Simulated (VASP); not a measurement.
# BeS (I-4m2) in VASP: a series of runs, part 2 of 2

VASP 6.6.1. Earlier steps stand in the parts before.

## 3. Single point, LDA (film at in-plane strain -0.005)

File INCAR:

```
PREC     = Accurate       # precision mode
ENCUT    = 520            # plane-wave cutoff, eV
EDIFF    = 1E-6           # SCF threshold, eV
ISMEAR   = 0              # smearing method
SIGMA    = 0.01           # smearing width, eV
LREAL    = False          # projectors in reciprocal space
LASPH    = True           # aspherical terms in the spheres
NELM     = 60             # most SCF steps
ALGO     = Normal         # electronic algorithm
ISIF     = 2              # what is computed and relaxed
LWAVE    = False          # write WAVECAR
LCHARG   = False          # write CHGCAR
NBANDS   = 11             # bands
```

File KPOINTS:

```
Automatic mesh
0
Gamma
  8 8 8
```

File POSCAR:

```
BeS
1.0
    2.3861772186      2.3861772186      0.0000000000
   -2.3861772186      2.3861772186      0.0000000000
    0.0000000000      2.3861772186      2.4079440198
Be S
1 1
Direct
    0.0000000000      0.0000000000      0.0000000000
    0.7500000000      0.2500000000      0.5000000000
```

Potentials or basis: VASP PAW LDA potentials, release 64 (Be, S).

Command:

```console
> cat potpaw_LDA.64/Be/POTCAR potpaw_LDA.64/S/POTCAR > POTCAR
> mpirun -np 1 vasp_std > vasp.out
```

Wall time 20 s (1 thread of Intel Xeon Platinum 8259CL at 2.50GHz (Skylake/Cascade Lake), shared host); peak memory 0.14 GiB.

It converged, with:

```yaml
Free_energy: -11.1414 eV
Pressure: 0.6 GPa
Band_gap_on_the_k_mesh: 2.78 eV, indirect (least direct gap 5.50 eV)
```

Stress tensor (GPa, compression positive):
```
0.96 0.00 0.00
0.00 0.96 0.00
0.00 0.00 0.04
```

Levels at points of the mesh, in eV from the valence-band top:
```tsv
k point	band 1	band 2	band 3	band 4	band 5	band 6	band 7	band 8
(0.00, 0.00, 0.00)	-13.94	-0.05	0.00	0.00	5.50	5.50	5.52	5.99
(0.50, 0.00, 0.00)	-12.20	-6.12	-1.16	-1.08	5.48	6.38	6.45	11.08
(0.50, 0.50, 0.00)	-11.60	-5.24	-2.86	-2.85	2.78	4.72	12.89	12.93
(0.00, 0.00, 0.50)	-11.65	-5.30	-2.78	-2.78	2.85	4.81	12.91	12.91
```

Caveat: the cell differs from its parent crystal (film at in-plane strain -0.005). A k mesh can miss the band edges.

## 4. Single point, LDA (in-plane strain +0.005, then relaxed in part)

File INCAR:

```
PREC = Accurate
ENCUT = 520
EDIFF = 1E-7
ISMEAR = 0
SIGMA = 0.01
LREAL = False
LASPH = True
NELM = 60
ALGO = Normal
ISIF = 2
LWAVE = False
LCHARG = True
LELF = True
LVHAR = True
NBANDS = 11
```

KPOINTS is that of step 3.

File POSCAR:

```
BeS
1.0
    2.4101588991      2.4101588991      0.0000000000
   -2.4101588991      2.4101588991      0.0000000000
    0.0000000000      2.4101588991      2.3883249937
Be S
1 1
Direct
    0.0000000000      0.0000000000      0.0000000000
    0.7500000000      0.2500000000      0.5000000000
```

Command:

```console
> cat potpaw_LDA.64/Be/POTCAR potpaw_LDA.64/S/POTCAR > POTCAR
> mpirun -np 1 vasp_std > vasp.out
```

It took 28 s on 1 thread of Intel Xeon Platinum 8259CL at 2.50GHz (Skylake/Cascade Lake), shared host; peak memory 0.14 GiB.

The run converged. Its results:

- Free energy: -11.1416 eV
- Pressure: -0.6 GPa
- Band gap on the k mesh: 2.76 eV, indirect (least direct gap 5.49 eV)

Stress tensor (GPa, compression positive):
```
-0.85  0.00  0.00
 0.00 -0.85  0.00
 0.00  0.00  0.03
```

Levels at points of the mesh, in eV from the valence-band top:
```
           k point  band 1  band 2  band 3  band 4  band 5  band 6  band 7  band 8
(0.00, 0.00, 0.00)  -13.88   -0.05   -0.05    0.00    5.49    5.50    5.50    5.88
(0.50, 0.00, 0.00)  -12.17   -6.06   -1.16   -1.07    5.42    6.36    6.45   11.01
(0.50, 0.50, 0.00)  -11.61   -5.24   -2.79   -2.77    2.84    4.78   12.78   12.82
(0.00, 0.00, 0.50)  -11.56   -5.17   -2.85   -2.85    2.76    4.69   12.80   12.80
```

Caveat: the cell differs from its parent crystal (in-plane strain +0.005, then relaxed in part). A k mesh can miss the band edges.

## 5. Single point, LDA (in-plane strain +0.005)

File INCAR:

```
PREC     = Accurate       # precision mode
ENCUT    = 520            # plane-wave cutoff, eV
EDIFF    = 1E-7           # SCF threshold, eV
ISMEAR   = 0              # smearing method
SIGMA    = 0.01           # smearing width, eV
LREAL    = F              # projectors in reciprocal space
LASPH    = T              # aspherical terms in the spheres
NELM     = 80             # most SCF steps
ALGO     = Normal         # electronic algorithm
ISIF     = 2              # what is computed and relaxed
LWAVE    = F              # write WAVECAR
LCHARG   = F              # write CHGCAR
GGA      = CA             # functional
NBANDS   = 11             # bands
```

KPOINTS is that of step 4.

Edit POSCAR of step 4 so:

```diff
@@ -4,3 +4,3 @@
    -2.4101588991      2.4101588991      0.0000000000
-    0.0000000000      2.4101588991      2.3883249937
+    0.0000000000      2.4101588991      2.3909735547
 Be S
```

Command:

```console
> cat potpaw_LDA.64/Be/POTCAR potpaw_LDA.64/S/POTCAR > POTCAR
> mpirun -np 1 vasp_std > vasp.out
```

It took 25 s on 1 thread of Intel Xeon Platinum 8259CL at 2.50GHz (Skylake/Cascade Lake), shared host; peak memory 0.14 GiB.

The run converged. Its results:

- Free energy: -11.1416 eV
- Pressure: -0.7 GPa
- Band gap on the k mesh: 2.78 eV, indirect (least direct gap 5.50 eV)

Stress tensor (GPa, compression positive):
```
-0.93  0.00  0.00
 0.00 -0.93  0.00
 0.00  0.00 -0.15
```

Levels at points of the mesh, in eV from the valence-band top:
```
           k point  band 2  band 3  band 4  band 5  band 6  band 7
(0.00, 0.00, 0.00)   -0.04   -0.04    0.00    5.50    5.51    5.51
(0.50, 0.00, 0.00)   -6.04   -1.15   -1.07    5.42    6.37    6.44
(0.50, 0.50, 0.00)   -5.22   -2.78   -2.77    2.84    4.78   12.77
(0.00, 0.00, 0.50)   -5.17   -2.84   -2.84    2.78    4.70   12.80
```

Caveat: the cell differs from its parent crystal (in-plane strain +0.005). A k mesh can miss the band edges.

## 6. Single point, LDA (film at in-plane strain +0.005)

File INCAR:

```
SYSTEM = BeS
ALGO     = Normal         ! electronic algorithm
EDIFF    = 1E-7           ! SCF threshold, eV
ENCUT    = 520            ! plane-wave cutoff, eV
ISIF     = 2              ! what is computed and relaxed
ISMEAR   = 0              ! smearing method
LASPH    = .TRUE.         ! aspherical terms in the spheres
LCHARG   = .FALSE.        ! write CHGCAR
LREAL    = .FALSE.        ! projectors in reciprocal space
LWAVE    = .FALSE.        ! write WAVECAR
NBANDS   = 11             ! bands
NELM     = 80             ! most SCF steps
PREC     = Accurate       ! precision mode
SIGMA    = 0.01           ! smearing width, eV
```

File KPOINTS:

```
k-points
0
G
  8 8 8
  0 0 0
```

Edit POSCAR of step 5 so:

```diff
@@ -4,3 +4,3 @@
    -2.4101588991      2.4101588991      0.0000000000
-    0.0000000000      2.4101588991      2.3909735547
+    0.0000000000      2.4101588991      2.3883249937
 Be S
```

Potentials or basis: VASP PAW LDA potentials, release 64 (Be, S).

Command:

```console
> cat potpaw_LDA.64/Be/POTCAR potpaw_LDA.64/S/POTCAR > POTCAR
> mpirun -np 1 vasp_std > vasp.out
```

OUTCAR:

```text
SYSTEM = BeS
   EDIFF = 1E-7
   ENCUT = 520
   ISIF = 2
   ISMEAR = 0
   LASPH = .TRUE.
   LREAL = .FALSE.
   NELM = 80
   PREC = Accurate

 ion  position               nearest neighbor table
   1  0.000  0.000  0.000-   2 2.08   2 2.08   2 2.08   2 2.08
   2  0.750  0.250  0.500-   1 2.08   1 2.08   1 2.08   1 2.08

  LATTYP: Found a body centered tetragonal cell.
 ALAT       =     3.4084794026
 C/A-ratio  =     1.4014020398

  Lattice vectors:

 A1 = (   2.4101588991,   0.0000000000,  -2.3883249937)
 A2 = (  -2.4101588991,   0.0000000000,  -2.3883249937)
 A3 = (   0.0000000000,   2.4101588991,   2.3883249937)

[... 514 lines left out ...]
      9      15.2061      0.00000
     10      18.2232      0.00000
     11      19.4336      0.00000

 [... further k-points ...]
[... 5 lines left out ...]
  --------------------------------------------------------------------------------------
  -------------------------------------------------------------------------------------
  Total       -0.1478887     -0.1478887      0.0057235      0.0000000      0.0000000     -0.0000000
  in kB       -8.5394680     -8.5394680      0.3304870      0.0000000      0.0000000     -0.0000000
  external PRESSURE =      -5.5828164 kB  Pullay stress =       0.0000000 kB

 VOLUME and BASIS-vectors are now :
 -----------------------------------------------------------------------------
  energy-cutoff  :      520.00
  volume of cell :       27.75
      direct lattice vectors                 reciprocal lattice vectors
     2.410158899  2.410158899  0.000000000     0.207455201  0.207455201 -0.209351743
    -2.410158899  2.410158899  0.000000000    -0.207455201  0.207455201 -0.209351743
     0.000000000  2.410158899  2.388324994     0.000000000  0.000000000  0.418703486

 POSITION                                       TOTAL-FORCE (eV/Angst)
 -----------------------------------------------------------------------------------
      0.00000      0.00000      0.00000         0.000000      0.000000      0.000000
      1.20508      3.61524      1.19416        -0.000000     -0.000000      0.000000
 -----------------------------------------------------------------------------------
    total drift:                               -0.000000      0.000000      0.000000

  FREE ENERGIE OF THE ION-ELECTRON SYSTEM (eV)
  ---------------------------------------------------
  free  energy   TOTEN  =       -11.1416337564 eV

  energy  without entropy=      -11.1416337564  energy(sigma->0) =      -11.14163376
```

It took 21 s on 1 thread of AMD EPYC 7R43 (Zen 3), shared host; peak memory 0.11 GiB.

What came out:

```
Free energy            : -11.1416 eV
Pressure               : -0.6 GPa
Band gap on the k mesh : 2.76 eV, indirect (least direct gap 5.49 eV)
```

Stress tensor (GPa, compression positive):
```
-0.85  0.00  0.00
 0.00 -0.85  0.00
 0.00  0.00  0.03
```

Caveat: the cell differs from its parent crystal (film at in-plane strain +0.005). A k mesh can miss the band edges.

## 7. Overview

```csv
cell,gap on the mesh (eV),pressure (GPa)
"a = 3.375, b = 3.375, c = 3.388 Å, angles 60.1, 60.1, 90.0°, 2 atoms",2.78,0.8
"a = 3.375, b = 3.375, c = 3.390 Å, angles 60.2, 60.2, 90.0°, 2 atoms",2.78,0.6
"a = 3.408, b = 3.408, c = 3.393 Å, angles 59.8, 59.8, 90.0°, 2 atoms",2.76,-0.6
"a = 3.408, b = 3.408, c = 3.395 Å, angles 59.9, 59.9, 90.0°, 2 atoms",2.78,-0.7
```

Alike in all rows: task single point; level LDA; potentials or basis VASP PAW LDA potentials, release 64 (Be, S); no spin polarisation; k mesh 8 × 8 × 8; cutoff (eV) 520; smearing gaussian 0.01 eV.

Absolute energies hang on the potentials; compare differences alone.
